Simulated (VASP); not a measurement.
# AlGa3N4 (Cmm2) in VASP: single point with PBEsol

Aim: the single point of AlGa3N4 with PBEsol.

All numbers are computed with VASP 6.6.1; they aren't measurements. Logs are shortened: lines on timing, memory, paths and dates and some standing lists are left out, and cuts for length are marked.

**1. The cell of the first run**

It takes space group Cmm2 (No. 35, orthorhombic). The conventional cell has a = 6.318 Å, b = 6.318 Å, c = 8.785 Å, α = 90.00°, β = 90.00°, γ = 90.00°. Within 2.5 Å of Al (site symmetry mm2) lie 4 N at 1.90 Å. Al (site symmetry mm2) has 4 N at 1.90 Å within 2.5 Å. Ga (site symmetry 2) has 4 N at 1.86 to 1.95 Å within 2.5 Å. Ga (site symmetry 2) has 4 N at 1.95 Å within 2.6 Å. Within 2.6 Å of Ga (site symmetry mm2) lie 4 N at 1.95 Å. Ga (site symmetry mm2) has 4 N at 1.95 Å within 2.6 Å. Within 2.5 Å of N (site symmetry m) lie 1 Al at 1.90 Å and 3 Ga at 1.95 Å. N (site symmetry m) has 1 Al at 1.90 Å and 3 Ga at 1.95 Å within 2.5 Å.

**2. Single point, PBEsol (the distance across one plane changed)**

INCAR reads:

```
SYSTEM = AlGa3N4
PREC = Accurate
ENCUT = 520
EDIFF = 1E-6
ISMEAR = 0
SIGMA = 0.05
LREAL = Auto
LASPH = .TRUE.
NELM = 60
ALGO = Normal
ISIF = 2
LWAVE = .FALSE.
LCHARG = .FALSE.
GGA = PS
NBANDS = 76
```

KPOINTS reads:

```
Automatic mesh
0
G
  6 6 3
  0 0 0
```

POSCAR reads:

```
AlGa3N4
1.0
    0.0000000000     -4.4676279353      0.0000000000
    0.0000000000      0.0000000000     -4.4676279353
    8.7852558707      0.0000000000      0.0000000000
Al Ga N
2 6 8
Direct
    1.0000000000      1.0000000000      0.8276440176
    1.0000000000      1.0000000000      0.3191069868
    0.5000000000      1.0000000000      0.0648384714
    0.5000000000      1.0000000000      0.5733755022
    1.0000000000      0.5000000000      0.0648384714
    1.0000000000      0.5000000000      0.5733755022
    0.5000000000      0.5000000000      0.8276440176
    0.5000000000      0.5000000000      0.3191069868
    0.2449690796      0.7550309204      0.1945311385
    0.2449690796      0.7550309204      0.7030681693
    0.7550309204      0.2449690796      0.1945311385
    0.7550309204      0.2449690796      0.7030681693
    0.2449690796      0.2449690796      0.9522198660
    0.2449690796      0.2449690796      0.4436828352
    0.7550309204      0.7550309204      0.9522198660
    0.7550309204      0.7550309204      0.4436828352
```

Potentials or basis: VASP PAW PBE potentials, release 64 (Al, Ga_d, N).

Run with:

```
$ cat potpaw_PBE.64/Al/POTCAR potpaw_PBE.64/Ga_d/POTCAR potpaw_PBE.64/N/POTCAR > POTCAR
$ mpirun -np 1 vasp_std > vasp.out
```

OUTCAR:

```text
SYSTEM = AlGa3N4
   PREC = Accurate
   ENCUT = 520
   EDIFF = 1E-6
   ISMEAR = 0
   LREAL = Auto
   LASPH = .TRUE.
   NELM = 60
   ISIF = 2
   GGA = PS

 ion  position               nearest neighbor table
   1  0.000  0.000  0.828-  10 1.90  12 1.90  13 1.90  15 1.90   3 3.05   5 3.05   5 3.05   3 3.05

   2  0.000  0.000  0.319-   9 1.90  11 1.90  14 1.90  16 1.90
   3  0.500  0.000  0.065-  13 1.86  15 1.86   9 1.95  11 1.95   1 3.05   1 3.05
   4  0.500  0.000  0.573-  14 1.95  16 1.95  10 1.95  12 1.95
   5  0.000  0.500  0.065-  13 1.86  15 1.86   9 1.95  11 1.95   1 3.05   1 3.05
   6  0.000  0.500  0.573-  14 1.95  16 1.95  10 1.95  12 1.95
   7  0.500  0.500  0.828-  10 1.95  12 1.95  13 1.95  15 1.95
   8  0.500  0.500  0.319-   9 1.95  11 1.95  14 1.95  16 1.95
   9  0.245  0.755  0.195-   2 1.90   8 1.95   5 1.95   3 1.95
  10  0.245  0.755  0.703-   1 1.90   7 1.95   6 1.95   4 1.95
  11  0.755  0.245  0.195-   2 1.90   8 1.95   5 1.95   3 1.95
  12  0.755  0.245  0.703-   1 1.90   7 1.95   6 1.95   4 1.95
  13  0.245  0.245  0.952-   3 1.86   5 1.86   1 1.90   7 1.95
  14  0.245  0.245  0.444-   2 1.90   4 1.95   6 1.95   8 1.95
  15  0.755  0.755  0.952-   3 1.86   5 1.86   1 1.90   7 1.95
  16  0.755  0.755  0.444-   2 1.90   4 1.95   6 1.95   8 1.95

  LATTYP: Found a simple tetragonal cell.
 ALAT       =     4.4676279353
 C/A-ratio  =     1.9664251361

  Lattice vectors:

 A1 = (   0.0000000000,  -4.4676279353,   0.0000000000)
 A2 = (   0.0000000000,   0.0000000000,  -4.4676279353)
 A3 = (   8.7852558707,   0.0000000000,   0.0000000000)

Analysis of symmetry for initial positions (statically):
=====================================================================
 Subroutine PRICEL returns:
 Original cell was already a primitive cell.

 Routine SETGRP: Setting up the symmetry group for a
 simple tetragonal supercell.

 Subroutine GETGRP returns: Found  4 space group operations
 (whereof  4 operations were pure point group operations)
 out of a pool of 16 trial point group operations.

The static configuration has the point symmetry C_2v.

Analysis of symmetry for dynamics (positions and initial velocities):
=====================================================================
 Subroutine PRICEL returns:
 Original cell was already a primitive cell.

 Routine SETGRP: Setting up the symmetry group for a
 simple tetragonal supercell.

 Subroutine GETGRP returns: Found  4 space group operations
 (whereof  4 operations were pure point group operations)
 out of a pool of 16 trial point group operations.

The dynamic configuration has the point symmetry C_2v.

 Subroutine INISYM returns: Found  4 space group operations
 (whereof  4 operations are pure point group operations),
 and found     1 'primitive' translations

----------------------------------------------------------------------------------------

                                     Primitive cell

  volume of cell :     175.3511

  direct lattice vectors                    reciprocal lattice vectors
     0.000000000 -4.467627935  0.000000000     0.000000000 -0.223832426  0.000000000
     0.000000000  0.000000000 -4.467627935     0.000000000  0.000000000 -0.223832426
     8.785255871  0.000000000  0.000000000     0.113827077  0.000000000  0.000000000

  length of vectors
     4.467627935  4.467627935  8.785255871     0.223832426  0.223832426  0.113827077

  position of ions in fractional coordinates (direct lattice)
     0.000000000  0.000000000  0.827644018
     0.000000000  0.000000000  0.319106987
     0.500000000  0.000000000  0.064838471
     0.500000000  0.000000000  0.573375502
     0.000000000  0.500000000  0.064838471
     0.000000000  0.500000000  0.573375502
[... 8 lines left out ...]
     0.755030920  0.755030920  0.952219866
     0.755030920  0.755030920  0.443682835

  ion indices of the primitive-cell ions
   primitive index   ion index
                 1           1
                 2           2
                 3           3
                 4           4
                 5           5
                 6           6
[... 8 lines left out ...]
                15          15
                16          16

----------------------------------------------------------------------------------------

 KPOINTS: Automatic mesh

Automatic generation of k-mesh.
 Grid dimensions read from file:
 generate k-points for:    6    6    3

 Generating k-lattice:

  Cartesian coordinates                     Fractional coordinates (reciprocal lattice)
     0.000000000 -0.037305404  0.000000000     0.166666667  0.000000000  0.000000000
     0.000000000  0.000000000 -0.037305404     0.000000000  0.166666667  0.000000000
     0.037942359  0.000000000  0.000000000     0.000000000  0.000000000  0.333333333

  Length of vectors
     0.037305404  0.037305404  0.037942359

  Shift w.r.t. Gamma in fractional coordinates (k-lattice)
     0.000000000  0.000000000  0.000000000

 Subroutine IBZKPT returns following result:
 ===========================================

 Found     26 irreducible k-points:

 Following reciprocal coordinates:
            Coordinates               Weight
  0.000000  0.000000  0.000000      1.000000
  0.166667  0.000000  0.000000      4.000000
  0.333333  0.000000  0.000000      4.000000
  0.500000  0.000000  0.000000      2.000000
  0.166667  0.166667  0.000000      2.000000
 -0.166667  0.166667  0.000000      2.000000
[... 16 lines left out ...]
  0.333333  0.333333  0.333333      4.000000
 -0.333333  0.333333  0.333333      4.000000
 [... further k-points ...]
   k-points           NKPTS =     26   k-points in BZ     NKDIM =     26   number of bands    NBANDS=     76
   number of dos      NEDOS =    301   number of ions     NIONS =     16
   total plane-waves  NPLWV =  90720
   dimension x,y,z NGX =    36 NGY =   36 NGZ =   70
   dimension x,y,z NGXF=    72 NGYF=   72 NGZF=  140
   ions per type =               2   6   8
   NGX,Y,Z   is equivalent  to a cutoff of  13.40, 13.40, 13.25 a.u.
   NGXF,Y,Z  is equivalent  to a cutoff of  26.79, 26.79, 26.49 a.u.
 SYSTEM =  AlGa3N4
   PREC   = accura    normal or accurate (medium, high low for compatibility)
   ISTART =      0    job   : 0-new  1-cont  2-samecut
   ICHARG =      2    charge: 1-file 2-atom 10-const
   ISPIN  =      1    spin polarized calculation?
   LNONCOLLINEAR =      F non collinear calculations
   LSORBIT =      F    spin-orbit coupling
   LASPH  =      T    aspherical Exc in radial PAW
   ENCUT  =  520.0 eV  38.22 Ry    6.18 a.u.   8.31  8.31 16.33*2*pi/ulx,y,z
   NELM   =     60;   NELMIN=  2; NELMDL= -5     # of ELM steps
   EDIFF  = 0.1E-05   stopping-criterion for ELM
   LREAL  =      T    real-space projection
   EDIFFG = 0.1E-04   stopping-criterion for IOM
   NSW    =      0    number of steps for IOM
   IBRION =     -1    ionic relax: 0-MD 1-quasi-New 2-CG
   NFREE  =      0    steps in history (QN), initial steepest desc. (CG)
   ISIF   =      2    stress and relaxation
   ISYM   =      2    0-nonsym 1-usesym 2-fastsym
   POTIM  = 0.5000    time-step for ionic-motion
   TEBEG  =    0.0;   TEEND  =   0.0 temperature during run
   PSTRESS=    0.0 pullay stress
   NELECT =     124.0000    total number of electrons
   NUPDOWN=      -1.0000    fix difference up-down
   EMIN   =  10.00;   EMAX   =-10.00  energy-range for DOS
   EFERMI =   0.00;   METHOD = LEGACY
   ISMEAR =     0;   SIGMA  =   0.05  broadening in eV -4-tet -1-fermi 0-gaus
   EFERMI_NEDOS =   21; number of points for ismear=-14 and -15
   IALGO  =     38    algorithm
   IMIX   =      4    mixing-type and parameters
     AMIX     =   0.40;   BMIX     =  1.00
     AMIX_MAG =   1.60;   BMIX_MAG =  1.00
  volume/ion in A,a.u.               =      10.96        73.96
  Fermi-wavevector in a.u.,A,eV,Ry     =   1.458521  2.756204 28.943436  2.127283
  Thomas-Fermi vector in A             =   2.575195
   LORBIT       =      0    0 simple, 1 ext, 2 COOP (PROOUT), +10 PAW based schemes
   GGA     = PS    functional components
   LHFCALC =     F    Hartree Fock is set to
   AEXX    =    0.0000 exact exchange contribution
   IVDW    =     0    specifies the selected vdW correction
   LEPSILON=     F    determine dielectric tensor
   LRPA    =     F    only Hartree local field effects (RPA)
 non-spin polarized calculation
 Gauss-broadening in eV      SIGMA  =   0.05
  energy-cutoff  :      520.00
  volume of cell :      175.35
 maximum number of plane-waves:      4748
 NGX is ok and might be reduce to    36
   NGX = 17   NGY = 17   NGZ = 33

 number of electron     123.9999964 magnetization

 Free energy of the ion-electron system (eV)
  ---------------------------------------------------
  ext. energy  EPLUGINS =         0.00000000
  ---------------------------------------------------
  free energy    TOTEN  =      -109.63845592 eV

  energy without entropy =     -109.63845592  energy(sigma->0) =     -109.63845592

 E-fermi :   5.7938     XC(G=0): -11.8302

 val. band max:        5.5870613466   @ k =   0.0000   0.0000   0.0000
 cond. band min:       7.8972865018   @ k =   0.0000   0.0000   0.0000
 fundamental gap:      2.3102251552
 Fermi energy:         5.7937677618

 k-point     1 :       0.0000    0.0000    0.0000
  band No.  band energies     occupation
      1     -10.4522      2.00000
      2      -9.5973      2.00000
      3      -9.3565      2.00000
      4      -9.3189      2.00000
      5      -8.9876      2.00000
      6      -8.8847      2.00000
[... 66 lines left out ...]
     73      13.2002      0.00000
     74      13.3294      0.00000

 k-point     2 :       0.1667    0.0000    0.0000
  band No.  band energies     occupation
      1     -10.3442      2.00000
      2      -9.5430      2.00000
      3      -9.3533      2.00000
      4      -9.3134      2.00000
      5      -9.0070      2.00000
      6      -8.8793      2.00000
[... 1686 lines left out ...]
 k-point    24 :      -0.3333    0.3333    0.3333
  band No.  band energies     occupation
      1      -9.7888      2.00000
      2      -9.5228      2.00000
      3      -9.3293      2.00000
      4      -9.1499      2.00000
      5      -9.1189      2.00000
      6      -8.9442      2.00000
[... 66 lines left out ...]
     73      13.3824      0.00000
     74      13.5440      0.00000

 [... further k-points ...]

 [bands above 74 left out]

------------------------ aborting loop because EDIFF is reached ----------------------------------------

  FORCE on cell =-STRESS in cart. coord.  units (eV):
  Direction    XX          YY          ZZ          XY          YZ          ZX
  --------------------------------------------------------------------------------------
  -------------------------------------------------------------------------------------
  Total        4.8527075      3.3978180      3.3978180      0.0000000     -1.8463051      0.0000000
  in kB       44.3390402     31.0457589     31.0457589      0.0000000    -16.8696336      0.0000000
  external PRESSURE =      35.4768527 kB  Pullay stress =       0.0000000 kB

 VOLUME and BASIS-vectors are now :
 -----------------------------------------------------------------------------
  energy-cutoff  :      520.00
  volume of cell :      175.35
      direct lattice vectors                 reciprocal lattice vectors
     0.000000000 -4.467627935  0.000000000     0.000000000 -0.223832426  0.000000000
     0.000000000  0.000000000 -4.467627935     0.000000000  0.000000000 -0.223832426
     8.785255871  0.000000000  0.000000000     0.113827077  0.000000000  0.000000000

 POSITION                                       TOTAL-FORCE (eV/Angst)
 -----------------------------------------------------------------------------------
      7.27106      0.00000      0.00000        -0.457250      0.000000      0.000000
      2.80344      0.00000      0.00000        -0.163035      0.000000      0.000000
      0.56962     -2.23381      0.00000         1.892374      0.000000      0.000000
      5.03725     -2.23381      0.00000        -0.179553      0.000000      0.000000
      0.56962      0.00000     -2.23381         1.892374      0.000000      0.000000
      5.03725      0.00000     -2.23381        -0.179553      0.000000      0.000000
[... 8 lines left out ...]
      8.36550     -3.37320     -3.37320        -1.699149     -0.018390     -0.018390
      3.89787     -3.37320     -3.37320         0.195599      0.000505      0.000505
 -----------------------------------------------------------------------------------
    total drift:                                0.006785     -0.000000     -0.000000

  FREE ENERGIE OF THE ION-ELECTRON SYSTEM (eV)
  ---------------------------------------------------
  free  energy   TOTEN  =      -109.6384559235 eV

  energy  without entropy=     -109.6384559234  energy(sigma->0) =     -109.63845592
```

It took 4.3 min on 1 thread of Intel Xeon 6975P-C (Granite Rapids), shared host; peak memory 0.41 GiB.

What came out:

| Property | Result |
| --- | --- |
| Free energy | -109.6385 eV |
| Pressure | 3.5 GPa |
| Largest force | 1.892 eV/Å |
| Band gap on the k mesh | 2.31 eV |

Forces in eV/Å, atoms in the order of the input:
```
Al  -0.457  0.000  0.000
Al  -0.163  0.000  0.000
Ga   1.892  0.000  0.000
Ga  -0.180  0.000  0.000
Ga   1.892  0.000  0.000
Ga  -0.180  0.000  0.000
Ga  -0.474  0.000  0.000
Ga  -0.196  0.000  0.000
N    0.248 -0.019  0.019
N    0.188 -0.002  0.002
N    0.248  0.019 -0.019
N    0.188  0.002 -0.002
N   -1.699  0.018  0.018
N    0.196 -0.001 -0.001
N   -1.699 -0.018 -0.018
N    0.196  0.001  0.001
```

Stress tensor (GPa, compression positive):
```
 4.43  0.00  0.00
 0.00  3.10 -1.69
 0.00 -1.69  3.10
```

Caveat: the cell differs from its parent crystal (the distance across one plane changed); the cell stands under pressure; the PAW data sets were made with another functional, which shifts forces and pressure a little.
